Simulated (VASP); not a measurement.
Wanted: the native input for a VASP 6.6.1 run.

```
Task                   : single point
Functional             : PBE
Potentials or basis    : VASP PAW PBE potentials, release 64 (Zn, F)
Cutoff                 : 520 eV
k mesh                 : 6 × 6 × 2
Occupations            : gaussian, width 0.1 eV
Spin                   : no spin polarisation
Dipole correction      : no
Further INCAR settings : ALGO = Normal; EDIFF = 1e-06; NBANDS = 30
```

The structure of Zn3F lies in POSCAR:

```
Zn3F
1.0
    2.7117108640      0.0000000028      0.0000000000
   -1.3558554344      2.3484104945      0.0000000000
    0.0000000000      0.0000000000      8.8381726238
Zn F
3 1
Direct
    0.0000000000      0.0000000000      0.0000000000
    0.6666666667      0.3333333333      0.7044007035
    0.6666666667      0.3333333333      0.2955992965
    0.0000000000      0.0000000000      0.5000000000
```

The cell was built from a structure type or drawn by symmetry, and may not be a known phase.

One way to write it, as run:

INCAR

```
PREC = Accurate ; ENCUT = 520
EDIFF = 1E-6 ; ISMEAR = 0
SIGMA = 0.1 ; LREAL = False
LASPH = True ; NELM = 80
ALGO = Normal ; ISIF = 2
LWAVE = False ; LCHARG = False
GGA = PE ; NBANDS = 30
```

KPOINTS

```
regular mesh
0
Gamma
  6 6 2
```

Potentials or basis: VASP PAW PBE potentials, release 64 (Zn, F).

The run is started by

```bash
$ cat potpaw_PBE.64/Zn/POTCAR potpaw_PBE.64/F/POTCAR > POTCAR
$ mpirun -np 1 vasp_std > vasp.out
```

It gave:

The pressure is 0.2 GPa. The largest force is 0.013 eV/Å and the band gap on the k mesh is zero (an odd number of electrons rules out a gap without spin polarisation).

Caveat: the k points lie up to 0.45 Å⁻¹ apart, too coarse for converged energies and pressures of a metal; an odd number of electrons without spin polarisation forces a metal; a magnetic or distorted state may lie lower.

Run time: 16 s on 1 thread of AMD EPYC 9R45 (Zen 5), on a shared host, peak memory 0.14 GiB.
